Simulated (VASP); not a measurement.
# InAs (F-43m) in VASP: notebook

The runs below take InAs through relaxation of cell and atoms, with PBEsol.

Program: VASP 6.6.1. These are calculated values, not measurements. Logs are shortened: lines on timing, memory, paths and dates and some standing lists are left out, and cuts for length are marked.

## (1) The cell of the first run

It takes space group F-43m (No. 216, cubic). Conventional cell: a = 6.036 Å, b = 6.036 Å, c = 6.036 Å, α = 90.00°, β = 90.00°, γ = 90.00°. Within 3.4 Å of In (site symmetry -43m) lie 4 As at 2.61 Å. Within 3.4 Å of As (site symmetry -43m) lie 4 In at 2.61 Å.

## (2) Relaxation of cell and atoms, PBEsol, target pressure 5 GPa, at which the enthalpy is minimised

INCAR reads:

```
SYSTEM = InAs
PREC = Accurate
ENCUT = 600
EDIFF = 1E-6
ISMEAR = -1
SIGMA = 0.05
LREAL = .False.
LASPH = .True.
NELM = 60
ALGO = Normal
ISIF = 3
LWAVE = .False.
LCHARG = .False.
GGA = PS
IBRION = 2
NSW = 80
EDIFFG = -0.01
PSTRESS = 50.0
```

KPOINTS reads:

```
Automatic mesh
0
Gamma
  8 8 8
  0 0 0
```

POSCAR reads:

```
InAs
1.0
    0.0000000000      3.0180000000      3.0180000000
    3.0180000000      0.0000000000      3.0180000000
    3.0180000000      3.0180000000      0.0000000000
In As
1 1
Direct
    0.0000000000      0.0000000000      0.0000000000
    0.7500000000      0.7500000000      0.7500000000
```

Potentials or basis: VASP PAW PBE potentials, release 64 (In_d, As).

Command:

```console
> cat potpaw_PBE.64/In_d/POTCAR potpaw_PBE.64/As/POTCAR > POTCAR
> mpirun -np 1 vasp_std > vasp.out
```

OUTCAR:

```text
SYSTEM = InAs
   PREC = Accurate
   ENCUT = 600
   EDIFF = 1E-6
   ISMEAR = -1
   LREAL = .False.
   LASPH = .True.
   NELM = 60
   ISIF = 3
   GGA = PS
   IBRION = 2
   NSW = 80
   EDIFFG = -0.01
   PSTRESS = 50.0

 ion  position               nearest neighbor table
   1  0.000  0.000  0.000-   2 2.61   2 2.61   2 2.61   2 2.61
   2  0.750  0.750  0.750-   1 2.61   1 2.61   1 2.61   1 2.61

  LATTYP: Found a face centered cubic cell.
 ALAT       =     6.0360000000

  Lattice vectors:

 A1 = (   0.0000000000,   3.0180000000,   3.0180000000)
 A2 = (   3.0180000000,   0.0000000000,   3.0180000000)
 A3 = (   3.0180000000,   3.0180000000,   0.0000000000)

Analysis of symmetry for initial positions (statically):
=====================================================================
 Subroutine PRICEL returns:
 Original cell was already a primitive cell.

 Routine SETGRP: Setting up the symmetry group for a
 face centered cubic supercell.

 Subroutine GETGRP returns: Found 24 space group operations
 (whereof 24 operations were pure point group operations)
 out of a pool of 48 trial point group operations.

The static configuration has the point symmetry T_d .

Analysis of symmetry for dynamics (positions and initial velocities):
=====================================================================
 Subroutine PRICEL returns:
 Original cell was already a primitive cell.

 Routine SETGRP: Setting up the symmetry group for a
 face centered cubic supercell.

 Subroutine GETGRP returns: Found 24 space group operations
 (whereof 24 operations were pure point group operations)
 out of a pool of 48 trial point group operations.

The dynamic configuration has the point symmetry T_d .

 Subroutine INISYM returns: Found 24 space group operations
 (whereof 24 operations are pure point group operations),
 and found     1 'primitive' translations

----------------------------------------------------------------------------------------

                                     Primitive cell

  volume of cell :      54.9778

  direct lattice vectors                    reciprocal lattice vectors
     0.000000000  3.018000000  3.018000000    -0.165672631  0.165672631  0.165672631
     3.018000000  0.000000000  3.018000000     0.165672631 -0.165672631  0.165672631
     3.018000000  3.018000000  0.000000000     0.165672631  0.165672631 -0.165672631

  length of vectors
     4.268096531  4.268096531  4.268096531     0.286953414  0.286953414  0.286953414

  position of ions in fractional coordinates (direct lattice)
     0.000000000  0.000000000  0.000000000
     0.750000000  0.750000000  0.750000000

  ion indices of the primitive-cell ions
   primitive index   ion index
                 1           1
                 2           2

----------------------------------------------------------------------------------------

 KPOINTS: Automatic mesh

Automatic generation of k-mesh.
 Grid dimensions read from file:
 generate k-points for:    8    8    8

 Generating k-lattice:

  Cartesian coordinates                     Fractional coordinates (reciprocal lattice)
    -0.020709079  0.020709079  0.020709079     0.125000000  0.000000000  0.000000000
     0.020709079 -0.020709079  0.020709079     0.000000000  0.125000000  0.000000000
     0.020709079  0.020709079 -0.020709079     0.000000000  0.000000000  0.125000000

  Length of vectors
     0.035869177  0.035869177  0.035869177

  Shift w.r.t. Gamma in fractional coordinates (k-lattice)
     0.000000000  0.000000000  0.000000000

 Subroutine IBZKPT returns following result:
 ===========================================

 Found     29 irreducible k-points:

 Following reciprocal coordinates:
            Coordinates               Weight
  0.000000  0.000000  0.000000      1.000000
  0.125000  0.000000  0.000000      8.000000
  0.250000  0.000000  0.000000      8.000000
  0.375000  0.000000  0.000000      8.000000
  0.500000  0.000000  0.000000      4.000000
  0.125000  0.125000  0.000000      6.000000
[... 16 lines left out ...]
  0.500000  0.250000  0.125000     48.000000
 -0.375000  0.250000  0.125000     24.000000
 [... further k-points ...]
   k-points           NKPTS =     29   k-points in BZ     NKDIM =     29   number of bands    NBANDS=     13
   number of dos      NEDOS =    301   number of ions     NIONS =      2
   total plane-waves  NPLWV =  46656
   dimension x,y,z NGX =    36 NGY =   36 NGZ =   36
   dimension x,y,z NGXF=    72 NGYF=   72 NGZF=   72
   ions per type =               1   1
   NGX,Y,Z   is equivalent  to a cutoff of  14.02, 14.02, 14.02 a.u.
   NGXF,Y,Z  is equivalent  to a cutoff of  28.04, 28.04, 28.04 a.u.
 SYSTEM =  InAs
   PREC   = accura    normal or accurate (medium, high low for compatibility)
   ISTART =      0    job   : 0-new  1-cont  2-samecut
   ICHARG =      2    charge: 1-file 2-atom 10-const
   ISPIN  =      1    spin polarized calculation?
   LNONCOLLINEAR =      F non collinear calculations
   LSORBIT =      F    spin-orbit coupling
   LASPH  =      T    aspherical Exc in radial PAW
   ENCUT  =  600.0 eV  44.10 Ry    6.64 a.u.   8.52  8.52  8.52*2*pi/ulx,y,z
   NELM   =     60;   NELMIN=  2; NELMDL= -5     # of ELM steps
   EDIFF  = 0.1E-05   stopping-criterion for ELM
   LREAL  =      F    real-space projection
   EDIFFG = -.1E-01   stopping-criterion for IOM
   NSW    =     80    number of steps for IOM
   IBRION =      2    ionic relax: 0-MD 1-quasi-New 2-CG
   NFREE  =      1    steps in history (QN), initial steepest desc. (CG)
   ISIF   =      3    stress and relaxation
   ISYM   =      2    0-nonsym 1-usesym 2-fastsym
   POTIM  = 0.5000    time-step for ionic-motion
   TEBEG  =    0.0;   TEEND  =   0.0 temperature during run
   PSTRESS=   50.0 pullay stress
   NELECT =      18.0000    total number of electrons
   NUPDOWN=      -1.0000    fix difference up-down
   EMIN   =  10.00;   EMAX   =-10.00  energy-range for DOS
   EFERMI =   0.00;   METHOD = LEGACY
   ISMEAR =    -1;   SIGMA  =   0.05  broadening in eV -4-tet -1-fermi 0-gaus
   EFERMI_NEDOS =   21; number of points for ismear=-14 and -15
   IALGO  =     38    algorithm
   IMIX   =      4    mixing-type and parameters
     AMIX     =   0.40;   BMIX     =  1.00
     AMIX_MAG =   1.60;   BMIX_MAG =  1.00
  volume/ion in A,a.u.               =      27.49       185.50
  Fermi-wavevector in a.u.,A,eV,Ry     =   1.128331  2.132236 17.321990  1.273130
  Thomas-Fermi vector in A             =   2.265020
   LORBIT       =      0    0 simple, 1 ext, 2 COOP (PROOUT), +10 PAW based schemes
   GGA     = PS    functional components
   LHFCALC =     F    Hartree Fock is set to
   AEXX    =    0.0000 exact exchange contribution
   IVDW    =     0    specifies the selected vdW correction
   LEPSILON=     F    determine dielectric tensor
   LRPA    =     F    only Hartree local field effects (RPA)
 conjugate gradient relaxation of ions
 non-spin polarized calculation
  energy-cutoff  :      600.00
  volume of cell :       54.98
 maximum number of plane-waves:      1856
 NGX is ok and might be reduce to    36
   NGX = 17   NGY = 17   NGZ = 17

--------------------------------------- Ionic step        1  -------------------------------------------

 number of electron      18.0000003 magnetization

 Free energy of the ion-electron system (eV)
  ---------------------------------------------------
  ext. energy  EPLUGINS =         0.00000000
  ---------------------------------------------------
  free energy    TOTEN  =        -8.47976225 eV

  energy without entropy =       -8.47922661  energy(sigma->0) =       -8.47949443

------------------------ aborting loop because EDIFF is reached ----------------------------------------

  FORCE on cell =-STRESS in cart. coord.  units (eV):
  Direction    XX          YY          ZZ          XY          YZ          ZX
  --------------------------------------------------------------------------------------
  -------------------------------------------------------------------------------------
  Total        0.5597666      0.5597666      0.5597666      0.0000000      0.0000000     -0.0000000
  in kB       16.3128509     16.3128509     16.3128509      0.0000000      0.0000000     -0.0000000
  external PRESSURE =     -33.6871491 kB  Pullay stress =      50.0000000 kB
[... 61 lines left out ...]
  enthalpy is  TOTEN    =        -6.7740949082 eV   P V=        1.5761678802

--------------------------------------- Ionic step        3  -------------------------------------------

 number of electron      17.9999999 magnetization

 Free energy of the ion-electron system (eV)
  ---------------------------------------------------
  ext. energy  EPLUGINS =         0.00000000
  ---------------------------------------------------
  free energy    TOTEN  =        -8.42812207 eV

  energy without entropy =       -8.42758829  energy(sigma->0) =       -8.42785518

 E-fermi :   4.9868     XC(G=0):  -9.5171

 val. band max:        4.9291162991   @ k =   0.0000   0.0000   0.0000
 cond. band min:       5.9163131996   @ k =   0.5000   0.0000   0.0000
 fundamental gap:      0.9871969005
 Fermi energy:         4.9867564672

 k-point     1 :       0.0000    0.0000    0.0000
  band No.  band energies     occupation
      1      -9.5286      2.00000
      2      -9.5286      2.00000
      3      -9.5286      2.00000
      4      -9.3766      2.00000
      5      -9.3766      2.00000
      6      -7.3217      2.00000
      7       4.9146      1.61801
      8       4.9291      1.52005
      9       4.9291      1.52005
     10       4.9291      1.52005
     11       8.8011      0.00000
     12       8.8011      0.00000
     13       8.8011      0.00000
[... 353 lines left out ...]
 k-point    24 :      -0.3750    0.2500    0.1250
  band No.  band energies     occupation
      1      -9.7049      2.00000
      2      -9.4797      2.00000
      3      -9.4632      2.00000
      4      -9.3836      2.00000
      5      -9.3678      2.00000
      6      -5.3621      2.00000
      7      -0.9881      2.00000
      8       1.9632      2.00000
      9       3.1242      2.00000
     10       7.8268      0.00000
     11       8.8745      0.00000
     12      10.8176      0.00000
     13      12.1275      0.00000

 [... further k-points ...]
[... 5 lines left out ...]
  --------------------------------------------------------------------------------------
  -------------------------------------------------------------------------------------
  Total        1.6292736      1.6292736      1.6292736     -0.0000000      0.0000000      0.0000000
  in kB       49.7928748     49.7928748     49.7928748     -0.0000000      0.0000000      0.0000000
  external PRESSURE =      -0.2071252 kB  Pullay stress =      50.0000000 kB
[... 17 lines left out ...]
  FREE ENERGIE OF THE ION-ELECTRON SYSTEM (eV)
  ---------------------------------------------------
  free  energy   TOTEN  =        -8.4281220737 eV

  energy  without entropy=       -8.4275882877  energy(sigma->0) =       -8.42785518

  enthalpy is  TOTEN    =        -6.7920711502 eV   P V=        1.6360509235

 reached required accuracy - stopping structural energy minimisation
```

Run time: 59 s. Hardware: 1 thread of Intel Xeon 6975P-C, shared host; peak memory 0.23 GiB.

What came out:

* Free energy: -8.4281 eV
* Relaxed volume: 26.21 Å³/atom
* Relaxed cell: a = 4.201 Å, b = 4.201 Å, c = 4.201 Å, α = 60.00°, β = 60.00°, γ = 60.00°
* Space group after relaxing (to 0.05 Å): F-43m (No. 216)
* Energy change on relaxing (the enthalpy is what falls): +25.8 meV/atom
* Ionic steps: 3
* Pressure after relaxing: 5.0 GPa
* Band gap on the k mesh: zero (filled and empty bands touch)

The path:
| step | energy change (eV) | largest force (eV/Å) | pressure (GPa) | volume (Å³) |
| --- | --- | --- | --- | --- |
| 1 | 0.0000 | 0.0000 | 1.63 | 54.98 |
| 2 | 0.1295 | 0.0000 | 8.13 | 50.51 |
| 3 | 0.0516 | 0.0000 | 4.98 | 52.42 |

Final structure:
```cif
data_structure
_symmetry_space_group_name_H-M 'P 1'
_symmetry_Int_Tables_number 1
_cell_length_a 4.2010
_cell_length_b 4.2010
_cell_length_c 4.2010
_cell_angle_alpha 60.000
_cell_angle_beta 60.000
_cell_angle_gamma 60.000
_cell_volume 52.42
loop_
_atom_site_label
_atom_site_type_symbol
_atom_site_fract_x
_atom_site_fract_y
_atom_site_fract_z
_atom_site_occupancy
In1 In 0.00000 0.00000 0.00000 1
As1 As 0.75000 0.75000 0.75000 1
```

Levels at points of the mesh, in eV from the Fermi level:
```csv
k point,band 5,band 6,band 7,band 8,band 9,band 10,band 11,band 12,band 13
"(0.00, 0.00, 0.00)",-14.36,-12.31,-0.07,-0.06,-0.06,-0.06,3.81,3.81,3.81
"(0.50, 0.00, 0.00)",-14.35,-10.65,-6.16,-1.14,-1.14,0.93,4.59,4.59,6.70
"(0.50, 0.50, 0.00)",-14.34,-10.04,-6.18,-2.59,-2.59,1.29,1.92,9.37,9.53
```

Caveat: the cell is relaxed towards a set pressure, so the enthalpy falls and the energy may rise; the PAW data sets were made with another functional, which shifts forces and pressure a little; spin-orbit coupling is left out, which moves the levels of the heavy elements.

## (3) Relaxation of cell and atoms, PBEsol, target pressure 10 GPa, at which the enthalpy is minimised

INCAR reads:

```
PREC = Accurate ; ENCUT = 600
EDIFF = 1E-7 ; ISMEAR = -1
SIGMA = 0.05 ; LREAL = False
LASPH = True ; NELM = 80
ALGO = Normal ; ISIF = 3
LWAVE = False ; LCHARG = False
GGA = PS ; IBRION = 2
NSW = 80 ; EDIFFG = -0.01
PSTRESS = 100.0
```

KPOINTS reads:

```
regular mesh
0
Gamma
  8 8 8
```

POSCAR is that of step 2.

Potentials or basis: VASP PAW PBE potentials, release 64 (In_d, As).

Command:

```console
> cat potpaw_PBE.64/In_d/POTCAR potpaw_PBE.64/As/POTCAR > POTCAR
> mpirun -np 1 vasp_std > vasp.out
```

Run time: 75 s. Hardware: 1 thread of Intel Xeon 6975P-C, shared host; peak memory 0.23 GiB.

It converged, with:

* Free energy: -8.2953 eV
* Relaxed volume: 24.77 Å³/atom
* Relaxed cell: a = 4.122 Å, b = 4.122 Å, c = 4.122 Å, α = 60.00°, β = 60.00°, γ = 60.00°
* Space group after relaxing (to 0.05 Å): F-43m (No. 216)
* Energy change on relaxing (the enthalpy is what falls): +92.2 meV/atom
* Ionic steps: 4
* Pressure after relaxing: 10.0 GPa
* Band gap on the k mesh: 0.27 eV, direct

Step by step:
```
step  energy change (eV)  largest force (eV/Å)  pressure (GPa)  volume (Å³)
   1              0.0000                0.0000            1.64        54.98
   2              0.7121                0.0000           23.79        44.33
   3              0.1780                0.0000            9.76        49.64
   4              0.1845                0.0000            9.97        49.53
```

Final structure:
```
CELL_PARAMETERS angstrom
0.00000 2.91484 2.91484
2.91484 0.00000 2.91484
2.91484 2.91484 0.00000
ATOMIC_POSITIONS crystal
In 0.00000 0.00000 0.00000
As 0.75000 0.75000 0.75000
```

Levels at points of the mesh, in eV from the valence-band top:
```
           k point  band 7  band 8  band 9  band 10  band 11  band 12
(0.00, 0.00, 0.00)    0.00    0.00    0.00     0.27     3.88     3.88
(0.50, 0.00, 0.00)   -6.44   -1.18   -1.18     1.11     4.66     4.66
(0.50, 0.50, 0.00)   -6.40   -2.75   -2.75     1.23     1.95     9.83
```

Caveat: the cell is relaxed towards a set pressure, so the enthalpy falls and the energy may rise; the PAW data sets were made with another functional, which shifts forces and pressure a little; spin-orbit coupling is left out, which moves the levels of the heavy elements.
